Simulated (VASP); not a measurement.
# Zr2SiC2 (I4/mmm) in VASP: notebook

Runs on Zr2SiC2. Level: PBE. Tasks: single point.

All numbers are computed with VASP 6.6.1; they aren't measurements. Logs are shortened: lines on timing, memory, paths and dates and some standing lists are left out, and cuts for length are marked.

## Step 1: The cell of the first run

It takes space group I4/mmm (No. 139, tetragonal). The conventional cell has a = 4.054 Å, b = 4.054 Å, c = 9.418 Å, α = 90.00°, β = 90.00°, γ = 90.00°. Within 3.1 Å of Zr (site symmetry 4mm) lie 1 Zr at 2.33 Å and 4 C at 2.35 Å and 4 Si at 3.09 Å. Within 4.1 Å of Si (site symmetry 4/mmm) lie 10 Zr at 3.09 to 3.55 Å and 8 C at 3.11 Å and 4 Si at 4.05 Å. Within 3.1 Å of C (site symmetry -4m2) lie 4 Zr at 2.35 Å and 4 C at 2.87 Å.

## Step 2: Single point, PBE

The input, INCAR:

```
SYSTEM = Zr2SiC2
PREC     = Accurate       ! precision mode
ENCUT    = 520            ! plane-wave cutoff, eV
EDIFF    = 1E-6           ! SCF threshold, eV
ISMEAR   = 0              ! smearing method
SIGMA    = 0.1            ! smearing width, eV
LREAL    = .FALSE.        ! projectors in reciprocal space
LASPH    = .TRUE.         ! aspherical terms in the spheres
NELM     = 60             ! most SCF steps
ALGO     = Normal         ! electronic algorithm
ISIF     = 2              ! what is computed and relaxed
LWAVE    = .FALSE.        ! write WAVECAR
LCHARG   = .TRUE.         ! write CHGCAR
GGA      = PE             ! functional
LELF     = .TRUE.         ! ELF
LVHAR    = .TRUE.       
NBANDS   = 26             ! bands
```

The input, KPOINTS:

```
regular mesh
0
G
  6 6 6
  0 0 0
```

The input, POSCAR:

```
Zr2SiC2
1.0
   -2.0268230700      2.0268230700      4.7089077400
    2.0268230700     -2.0268230700      4.7089077400
    2.0268230700      2.0268230700     -4.7089077400
Zr Si C
2 1 2
Direct
    0.6235380200      0.6235380200      0.0000000000
    0.3764619800      0.3764619800      0.0000000000
    0.0000000000      0.0000000000      0.0000000000
    0.2500000000      0.7500000000      0.5000000000
    0.7500000000      0.2500000000      0.5000000000
```

Potentials or basis: VASP PAW PBE potentials, release 64 (Zr_sv, Si, C).

Started as:

```console
$ cat potpaw_PBE.64/Zr_sv/POTCAR potpaw_PBE.64/Si/POTCAR potpaw_PBE.64/C/POTCAR > POTCAR
$ mpirun -np 1 vasp_std > vasp.out
```

OUTCAR:

```text
SYSTEM = Zr2SiC2
   PREC = Accurate
   ENCUT = 520
   EDIFF = 1E-6
   ISMEAR = 0
   LREAL = .FALSE.
   LASPH = .TRUE.
   NELM = 60
   ISIF = 2
   GGA = PE

 ion  position               nearest neighbor table
   1  0.624  0.624  0.000-   2 2.33   5 2.35   4 2.35   4 2.35   5 2.35   3 3.09   3 3.09   3 3.09
                             3 3.09   2 3.73   2 3.73   2 3.73   2 3.73
   2  0.376  0.376  0.000-   1 2.33   4 2.35   5 2.35   4 2.35   5 2.35   3 3.09   3 3.09   3 3.09
                             3 3.09   1 3.73   1 3.73   1 3.73   1 3.73
   3  0.000  0.000  0.000-   1 3.09   1 3.09   1 3.09   2 3.09   1 3.09   2 3.09   2 3.09   2 3.09

   4  0.250  0.750  0.500-   2 2.35   1 2.35   2 2.35   1 2.35
   5  0.750  0.250  0.500-   2 2.35   1 2.35   2 2.35   1 2.35

  LATTYP: Found a body centered tetragonal cell.
 ALAT       =     4.0536461400
 C/A-ratio  =     2.3232949189

  Lattice vectors:

 A1 = (  -2.0268230700,   2.0268230700,   4.7089077400)
 A2 = (   2.0268230700,  -2.0268230700,   4.7089077400)
 A3 = (   2.0268230700,   2.0268230700,  -4.7089077400)

Analysis of symmetry for initial positions (statically):
=====================================================================
 Subroutine PRICEL returns:
 Original cell was already a primitive cell.

 Routine SETGRP: Setting up the symmetry group for a
 body centered tetragonal supercell.

 Subroutine GETGRP returns: Found 16 space group operations
 (whereof 16 operations were pure point group operations)
 out of a pool of 16 trial point group operations.

The static configuration has the point symmetry D_4h.

Analysis of symmetry for dynamics (positions and initial velocities):
=====================================================================
 Subroutine PRICEL returns:
 Original cell was already a primitive cell.

 Routine SETGRP: Setting up the symmetry group for a
 body centered tetragonal supercell.

 Subroutine GETGRP returns: Found 16 space group operations
 (whereof 16 operations were pure point group operations)
 out of a pool of 16 trial point group operations.

The dynamic configuration has the point symmetry D_4h.

 Subroutine INISYM returns: Found 16 space group operations
 (whereof 16 operations are pure point group operations),
 and found     1 'primitive' translations

----------------------------------------------------------------------------------------

                                     Primitive cell

  volume of cell :      77.3770

  direct lattice vectors                    reciprocal lattice vectors
    -2.026823070  2.026823070  4.708907740     0.000000000  0.246691488  0.106181736
     2.026823070 -2.026823070  4.708907740     0.246691488  0.000000000  0.106181736
     2.026823070  2.026823070 -4.708907740     0.246691488  0.246691488  0.000000000

  length of vectors
     5.512697672  5.512697672  5.512697672     0.268572619  0.268572619  0.348874449

  position of ions in fractional coordinates (direct lattice)
     0.623538020  0.623538020  0.000000000
     0.376461980  0.376461980  0.000000000
     0.000000000  0.000000000  0.000000000
     0.250000000  0.750000000  0.500000000
     0.750000000  0.250000000  0.500000000

  ion indices of the primitive-cell ions
   primitive index   ion index
                 1           1
                 2           2
                 3           3
                 4           4
                 5           5

----------------------------------------------------------------------------------------

 KPOINTS: regular mesh

Automatic generation of k-mesh.
 Grid dimensions read from file:
 generate k-points for:    6    6    6

 Generating k-lattice:

  Cartesian coordinates                     Fractional coordinates (reciprocal lattice)
     0.000000000  0.041115248  0.017696956     0.166666667  0.000000000  0.000000000
     0.041115248  0.000000000  0.017696956     0.000000000  0.166666667  0.000000000
     0.041115248  0.041115248  0.000000000     0.000000000  0.000000000  0.166666667

  Length of vectors
     0.044762103  0.044762103  0.058145741

  Shift w.r.t. Gamma in fractional coordinates (k-lattice)
     0.000000000  0.000000000  0.000000000

 Subroutine IBZKPT returns following result:
 ===========================================

 Found     30 irreducible k-points:

 Following reciprocal coordinates:
            Coordinates               Weight
  0.000000  0.000000  0.000000      1.000000
  0.166667  0.000000  0.000000      8.000000
  0.333333  0.000000  0.000000      8.000000
  0.500000 -0.000000  0.000000      4.000000
  0.166667  0.166667  0.000000      8.000000
  0.333333  0.166667  0.000000     16.000000
[... 16 lines left out ...]
 -0.333333 -0.333333  0.166667      8.000000
 -0.166667 -0.333333  0.166667      8.000000
 [... further k-points ...]
   k-points           NKPTS =     30   k-points in BZ     NKDIM =     30   number of bands    NBANDS=     26
   number of dos      NEDOS =    301   number of ions     NIONS =      5
   total plane-waves  NPLWV =  74088
   dimension x,y,z NGX =    42 NGY =   42 NGZ =   42
   dimension x,y,z NGXF=    84 NGYF=   84 NGZF=   84
   ions per type =               2   1   2
   NGX,Y,Z   is equivalent  to a cutoff of  12.67, 12.67, 12.67 a.u.
   NGXF,Y,Z  is equivalent  to a cutoff of  25.33, 25.33, 25.33 a.u.
 SYSTEM =  Zr2SiC2
   PREC   = accura    normal or accurate (medium, high low for compatibility)
   ISTART =      0    job   : 0-new  1-cont  2-samecut
   ICHARG =      2    charge: 1-file 2-atom 10-const
   ISPIN  =      1    spin polarized calculation?
   LNONCOLLINEAR =      F non collinear calculations
   LSORBIT =      F    spin-orbit coupling
   LASPH  =      T    aspherical Exc in radial PAW
   ENCUT  =  520.0 eV  38.22 Ry    6.18 a.u.  10.25 10.25 10.25*2*pi/ulx,y,z
   NELM   =     60;   NELMIN=  2; NELMDL= -5     # of ELM steps
   EDIFF  = 0.1E-05   stopping-criterion for ELM
   LREAL  =      F    real-space projection
   EDIFFG = 0.1E-04   stopping-criterion for IOM
   NSW    =      0    number of steps for IOM
   IBRION =     -1    ionic relax: 0-MD 1-quasi-New 2-CG
   NFREE  =      0    steps in history (QN), initial steepest desc. (CG)
   ISIF   =      2    stress and relaxation
   ISYM   =      2    0-nonsym 1-usesym 2-fastsym
   POTIM  = 0.5000    time-step for ionic-motion
   TEBEG  =    0.0;   TEEND  =   0.0 temperature during run
   PSTRESS=    0.0 pullay stress
   NELECT =      36.0000    total number of electrons
   NUPDOWN=      -1.0000    fix difference up-down
   EMIN   =  10.00;   EMAX   =-10.00  energy-range for DOS
   EFERMI =   0.00;   METHOD = LEGACY
   ISMEAR =     0;   SIGMA  =   0.10  broadening in eV -4-tet -1-fermi 0-gaus
   EFERMI_NEDOS =   21; number of points for ismear=-14 and -15
   IALGO  =     38    algorithm
   IMIX   =      4    mixing-type and parameters
     AMIX     =   0.40;   BMIX     =  1.00
     AMIX_MAG =   1.60;   BMIX_MAG =  1.00
  volume/ion in A,a.u.               =      15.48       104.43
  Fermi-wavevector in a.u.,A,eV,Ry     =   1.268543  2.397198 21.894499  1.609200
  Thomas-Fermi vector in A             =   2.401632
   LORBIT       =      0    0 simple, 1 ext, 2 COOP (PROOUT), +10 PAW based schemes
   GGA     = PE    functional components
   LHFCALC =     F    Hartree Fock is set to
   AEXX    =    0.0000 exact exchange contribution
   IVDW    =     0    specifies the selected vdW correction
   LEPSILON=     F    determine dielectric tensor
   LRPA    =     F    only Hartree local field effects (RPA)
 non-spin polarized calculation
 Gauss-broadening in eV      SIGMA  =   0.10
  energy-cutoff  :      520.00
  volume of cell :       77.38
 maximum number of plane-waves:      2106
 NGX is ok and might be reduce to    42
   NGX = 21   NGY = 21   NGZ = 21

 number of electron      36.0000000 magnetization

 Free energy of the ion-electron system (eV)
  ---------------------------------------------------
  ext. energy  EPLUGINS =         0.00000000
  ---------------------------------------------------
  free energy    TOTEN  =       -35.96636500 eV

  energy without entropy =      -35.93699512  energy(sigma->0) =      -35.95168006

 E-fermi :   8.0576     XC(G=0): -11.1705

 val. band max:        8.0368576385   @ k =   0.1667   0.1667   0.0000
 cond. band min:       8.0822003556   @ k =   0.5000   0.3333   0.0000
 fundamental gap:      0.0453427171
 Fermi energy:         8.0576145209

 k-point     1 :       0.0000    0.0000    0.0000
  band No.  band energies     occupation
      1     -41.0490      2.00000
      2     -40.3724      2.00000
      3     -20.6124      2.00000
      4     -18.8540      2.00000
      5     -18.8540      2.00000
      6     -18.4507      2.00000
[... 18 lines left out ...]
     25      11.4314      0.00000
     26      12.6833      0.00000

 k-point     2 :       0.1667    0.0000    0.0000
  band No.  band energies     occupation
      1     -41.0465      2.00000
      2     -40.3739      2.00000
      3     -20.5976      2.00000
      4     -18.8844      2.00000
      5     -18.8614      2.00000
      6     -18.4592      2.00000
[... 18 lines left out ...]
     25      12.0754      0.00000
     26      12.8519      0.00000

 k-point     3 :       0.3333    0.0000    0.0000
  band No.  band energies     occupation
      1     -41.0415      2.00000
      2     -40.3770      2.00000
      3     -20.5675      2.00000
      4     -18.9456      2.00000
      5     -18.8750      2.00000
      6     -18.4751      2.00000
[... 572 lines left out ...]
 k-point    23 :      -0.3333   -0.3333    0.1667
  band No.  band energies     occupation
      1     -41.0376      2.00000
      2     -40.3829      2.00000
      3     -20.5353      2.00000
      4     -18.9294      2.00000
      5     -18.9146      2.00000
      6     -18.4250      2.00000
[... 18 lines left out ...]
     25      11.4514      0.00000
     26      12.7889      0.00000

 k-point    24 :      -0.1667   -0.3333    0.1667
  band No.  band energies     occupation
      1     -41.0411      2.00000
      2     -40.3803      2.00000
      3     -20.5577      2.00000
      4     -18.9123      2.00000
      5     -18.8883      2.00000
      6     -18.4288      2.00000
[... 18 lines left out ...]
     25      11.5019      0.00000
     26      12.4487      0.00000

 [... further k-points ...]

------------------------ aborting loop because EDIFF is reached ----------------------------------------

  FORCE on cell =-STRESS in cart. coord.  units (eV):
  Direction    XX          YY          ZZ          XY          YZ          ZX
  --------------------------------------------------------------------------------------
  -------------------------------------------------------------------------------------
  Total       -7.9231068     -7.9231068      8.3571946      0.0000000     -0.0000000      0.0000000
  in kB     -164.0568019   -164.0568019    173.0450763      0.0000000     -0.0000000      0.0000000
  external PRESSURE =     -51.6895092 kB  Pullay stress =       0.0000000 kB

 VOLUME and BASIS-vectors are now :
 -----------------------------------------------------------------------------
  energy-cutoff  :      520.00
  volume of cell :       77.38
      direct lattice vectors                 reciprocal lattice vectors
    -2.026823070  2.026823070  4.708907740     0.000000000  0.246691488  0.106181736
     2.026823070 -2.026823070  4.708907740     0.246691488  0.000000000  0.106181736
     2.026823070  2.026823070 -4.708907740     0.246691488  0.246691488  0.000000000

 POSITION                                       TOTAL-FORCE (eV/Angst)
 -----------------------------------------------------------------------------------
      0.00000      0.00000      5.87237        -0.000000     -0.000000      7.900321
      0.00000      0.00000      3.54545         0.000000      0.000000     -7.900321
      0.00000      0.00000      0.00000         0.000000      0.000000     -0.000000
      2.02682      0.00000      2.35445         0.000000      0.000000      0.000000
      0.00000      2.02682      2.35445         0.000000      0.000000     -0.000000
 -----------------------------------------------------------------------------------
    total drift:                                0.000000      0.000000      0.000000

  FREE ENERGIE OF THE ION-ELECTRON SYSTEM (eV)
  ---------------------------------------------------
  free  energy   TOTEN  =       -35.9663649993 eV

  energy  without entropy=      -35.9369951218  energy(sigma->0) =      -35.95168006
```

It took 71 s on 1 thread of AMD EPYC 9R14 (Zen 4), shared host; peak memory 0.24 GiB.

Results:

```
Free energy            : -35.9664 eV
Pressure               : -5.2 GPa
Largest force          : 7.900 eV/Å
Band gap on the k mesh : zero (band 18 reaches 8.64 eV, above the bottom of band 19 at 7.74 eV)
```

Forces on the atoms (eV/Å):
```
Zr   0.000  0.000  7.900
Zr   0.000  0.000 -7.900
Si   0.000  0.000  0.000
C    0.000  0.000  0.000
C    0.000  0.000  0.000
```

Levels at points of the mesh, in eV from the Fermi level:
```tsv
k point	band 15	band 16	band 17	band 18	band 19	band 20	band 21	band 22
(0.00, 0.00, 0.00)	-3.03	-2.17	-2.17	0.08	0.61	1.90	1.90	3.29
(0.50, 0.00, 0.00)	-2.24	-2.22	-0.95	0.08	0.27	0.93	0.97	1.10
(0.50, 0.50, 0.00)	-2.87	-0.78	-0.76	-0.26	0.06	0.43	1.18	2.92
(0.50, 0.50, 0.50)	-1.37	-0.83	-0.83	0.47	0.47	1.06	1.07	1.38
```

Caveat: the k points lie up to 0.37 Å⁻¹ apart; forces of over 1 eV/Å act on the atoms, so gaps and moduli don't describe the material at rest.

(Part 1 of 2 ends here.)
